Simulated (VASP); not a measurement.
Here is a VASP 6.6.1 calculation.

INCAR

```
PREC = Accurate ; ENCUT = 520
EDIFF = 1E-6 ; ISMEAR = 0
SIGMA = 0.1 ; LREAL = False
LASPH = True ; NELM = 60
ALGO = Normal ; ISIF = 2
LWAVE = False ; LCHARG = False
GGA = PE ; NBANDS = 27
```

File KPOINTS:

```
regular mesh
0
Gamma
  4 4 4
```

File POSCAR:

```
Sc3As
1.0
    0.0000000000      3.4257409900      3.4257409900
    3.4257409900      0.0000000000      3.4257409900
    3.4257409900      3.4257409900      0.0000000000
Sc As
3 1
Direct
    0.2500000000      0.2500000000      0.2500000000
    0.7500000000      0.7500000000      0.7500000000
    0.0000000000      0.0000000000      0.0000000000
    0.5000000000      0.5000000000      0.5000000000
```

Potentials or basis: VASP PAW PBE potentials, release 64 (Sc_sv, As).

Launch:

```console
$ cat potpaw_PBE.64/Sc_sv/POTCAR potpaw_PBE.64/As/POTCAR > POTCAR
$ mpirun -np 1 vasp_std > vasp.out
```

Q: What does it give for the band gap on the k mesh?

A: Zero (band 19 reaches 5.91 eV, above the bottom of band 20 at 5.74 eV).

Q: What does it give for the pressure?

A: 0.0 GPa.

Caveat: the k points lie up to 0.40 Å⁻¹ apart.
